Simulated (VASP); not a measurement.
Crystal: Al.

```
Al
1.0
     0.00000    2.02000    2.02000
     2.02000    0.00000    2.02000
     2.02000    2.02000    0.00000
Al
1
Direct
  0.00000 0.00000 0.00000
```

```yaml
Program: VASP 6.6.1
Task: relaxation of cell and atoms
Functional: LDA
Potentials_or_basis: VASP PAW LDA potentials, release 64 (Al)
Cutoff: 600 eV
k_mesh: 24 × 24 × 24
Occupations: methfessel-paxton, width 0.1 eV
Spin: no spin polarisation
```

At the start: pressure -3.2 GPa; volume 16.48 Å³/atom.

Q: Where does the relaxation end?

A: Over 3 steps the energy falls by 7.2 meV/atom and the volume is 15.80 Å³/atom (-4.2 %); space group Fm-3m (No. 225, to 0.05 Å).

The path:
| step | energy change (eV) | largest force (eV/Å) | pressure (GPa) | volume (Å³) |
| --- | --- | --- | --- | --- |
| 1 | 0.0000 | 0.0000 | -3.20 | 16.48 |
| 2 | -0.0070 | 0.0000 | 0.45 | 15.71 |
| 3 | -0.0072 | 0.0000 | 0.00 | 15.80 |

Final structure:
```yaml
crystal:
  lattice:
    - [0.00000, 1.99143, 1.99143]
    - [1.99143, 0.00000, 1.99143]
    - [1.99143, 1.99143, 0.00000]
  atoms:
    - { symbol: Al, position: [0.00000, 0.00000, 0.00000] }
```
